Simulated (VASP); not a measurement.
SnTe:

```xyz
2
Lattice="0.0000 3.6111 3.6111 3.6111 0.0000 3.6111 3.6111 3.6111 0.0000" Properties=species:S:1:pos:R:3 pbc="T T T"
Sn    0.0000    0.0000    0.0000
Te    5.4167    5.4167    5.4167
```

Base run:

| Property | Result |
| --- | --- |
| Program | VASP 6.6.1 |
| Functional | PBE |
| Potentials or basis | VASP PAW PBE potentials, release 64 (Sn_d, Te) |
| Cutoff | 520 eV |
| k mesh | 8 × 8 × 8 |
| Occupations | gaussian, width 0.03 eV |
| Spin | no spin polarisation |

Its results: band gap on the k mesh 0.09 eV, indirect (least direct gap 0.80 eV); pressure -0.1 GPa.

The run is repeated on the same cell with these changes: k mesh from 8 × 8 × 8 to 10 × 10 × 10; further incar settings from ALGO = Normal; EDIFF = 1e-06; NBANDS = 17 to ALGO = Normal; EDIFF = 1e-07; NBANDS = 17. What comes out?

Band gap on the k mesh 0.16 eV, indirect (least direct gap 0.80 eV); pressure -0.1 GPa.

Caveats: spin-orbit coupling is left out, which moves the levels of the heavy elements.

A k mesh can miss the band edges.
